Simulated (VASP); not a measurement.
Set up this calculation in VASP 6.6.1, as the native input.

```yaml
Task: single point
Functional: PBE
Potentials_or_basis: VASP PAW PBE potentials, release 64 (Cd, Se, S)
Cutoff: 520 eV
k_mesh: 6 × 6 × 6
Occupations: gaussian, width 0.1 eV
Spin: no spin polarisation
Dipole_correction: no
Further_INCAR_settings: ALGO = Normal; EDIFF = 1e-07; NBANDS = 36
```

The structure of Cd3SeS2 lies in POSCAR:

```
Cd3SeS2
1.0
   -2.1305653877      2.1305653877      9.0154389662
    2.1305653877     -2.1305653877      9.0154389662
    2.1305653877      2.1305653877     -9.0154389662
Cd Se S
3 1 2
Direct
    0.8390510969      0.8390510969      0.0000000000
    0.5000000000      0.5000000000      0.0000000000
    0.1609489031      0.1609489031      0.0000000000
    0.2500000000      0.7500000000      0.5000000000
    0.5803746098      0.0803746098      0.5000000000
    0.9196253902      0.4196253902      0.5000000000
```

One way to write it, as run:

INCAR

```
SYSTEM = Cd3SeS2
ALGO     = Normal         ! electronic algorithm
EDIFF    = 1E-7           ! SCF threshold, eV
ENCUT    = 520            ! plane-wave cutoff, eV
GGA      = PE             ! functional
ISIF     = 2              ! what is computed and relaxed
ISMEAR   = 0              ! smearing method
LASPH    = .True.         ! aspherical terms in the spheres
LCHARG   = .False.        ! write CHGCAR
LREAL    = .False.        ! projectors in reciprocal space
LWAVE    = .False.        ! write WAVECAR
NBANDS   = 36             ! bands
NELM     = 100            ! most SCF steps
PREC     = Accurate       ! precision mode
SIGMA    = 0.1            ! smearing width, eV
```

KPOINTS

```
k-points
0
Gamma
  6 6 6
  0 0 0
```

Potentials or basis: VASP PAW PBE potentials, release 64 (Cd, Se, S).

Command:

```bash
$ cat potpaw_PBE.64/Cd/POTCAR potpaw_PBE.64/Se/POTCAR potpaw_PBE.64/S/POTCAR > POTCAR
$ mpirun -np 1 vasp_std > vasp.out
```

Results of the run:

```
Pressure               : 0.1 GPa
Largest force          : 0.021 eV/Å
Band gap on the k mesh : 0.79 eV
```

Caveat: semilocal functionals underestimate gaps, and a narrow one can read as zero.

Run time: 9.8 min on 1 thread of Intel(R) Xeon(R) 6975P-C (Granite Rapids) (shared host), peak memory 0.8 GiB.
